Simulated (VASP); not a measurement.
Wanted: the native input for a VASP 6.6.1 run.

| Property | Result |
| --- | --- |
| Task | single point |
| Functional | PBE |
| Potentials or basis | VASP PAW PBE potentials, release 64 (Lu) |
| Cutoff | 520 eV |
| k mesh | 14 × 14 × 4 |
| Occupations | fermi-dirac, width 0.1 eV |
| Spin | no spin polarisation |
| Dipole correction | no |
| Further INCAR settings | ALGO = Normal; EDIFF = 1e-06; NBANDS = 58 |

The structure of Lu lies in POSCAR:

```
Lu
1.0
    3.4731269468      0.0000000000      0.0000000000
   -1.7365634734      3.0078161665      0.0000000000
    0.0000000000      0.0000000000     11.1323786460
Lu
4
Direct
    0.0000000000      0.0000000000      1.0000000000
    0.0000000000      0.0000000000      0.5000000000
    0.3333333333      0.6666666667      0.2500000000
    0.6666666667      0.3333333333      0.7500000000
```

One way to write it, as run:

INCAR

```
  PREC = Accurate
  ENCUT = 520
  EDIFF = 1E-6
  ISMEAR = -1
  SIGMA = 0.1
  LREAL = False
  LASPH = True
  NELM = 100
  ALGO = Normal
  ISIF = 2
  LWAVE = False
  LCHARG = False
  GGA = PE
  NBANDS = 58
```

KPOINTS

```
regular mesh
0
Gamma
  14 14 4
```

Potentials or basis: VASP PAW PBE potentials, release 64 (Lu).

Run with:

```bash
$ cat potpaw_PBE.64/Lu/POTCAR > POTCAR
$ mpirun -np 1 vasp_std > vasp.out
```

Results of the run:

```
Pressure               : 0.2 GPa
Band gap on the k mesh : zero (bands 50 and 51 overlap by 1.45 eV)
```

Caveat: spin-orbit coupling is left out, which moves the levels of the heavy elements.

Run time: 7.6 min on 1 thread of Intel(R) Xeon(R) Platinum 8375C CPU @ 2.90GHz (Ice Lake) (shared host), peak memory 0.49 GiB.
